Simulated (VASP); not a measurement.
Sn3Cl2, 5 atoms in the cell. Symmetry: P-3m1, No. 164, trigonal system. Conventional cell: a = 4.526 Å, b = 4.526 Å, c = 10.658 Å, α = 90.00°, β = 90.00°, γ = 120.00°. Sn (site symmetry -3m) has 6 Cl at 2.93 Å within 3.9 Å. Within 3.7 Å of Sn (site symmetry 3m) lie 3 Sn at 2.80 Å. Cl (site symmetry 3m) has 3 Sn at 2.93 Å and 3 Cl at 3.74 Å within 3.9 Å. 

- Program: VASP 6.6.1
- Task: single point
- Functional: PBE
- Potentials or basis: VASP PAW PBE potentials, release 64 (Sn_d, Cl)
- Cutoff: 520 eV
- k mesh: 6 × 6 × 4
- Occupations: gaussian, width 0.1 eV
- Spin: no spin polarisation
- Dipole correction: no
- Further INCAR settings: ALGO = Normal; EDIFF = 1e-06; NBANDS = 36

Potentials or basis: VASP PAW PBE potentials, release 64 (Sn_d, Cl).

Run with:

```bash
$ cat potpaw_PBE.64/Sn_d/POTCAR potpaw_PBE.64/Cl/POTCAR > POTCAR
$ mpirun -np 1 vasp_std > vasp.out
```

Hardware: 1 thread of Intel(R) Xeon(R) Platinum 8559C (Emerald Rapids), with other jobs on the host.

Problem. How long does it take, and how much memory?

Solution. It took 100 s on 1 thread of Intel(R) Xeon(R) Platinum 8559C (Emerald Rapids), on a shared host, peak memory 0.37 GiB. Counts: scf iterations 15, k points 24.
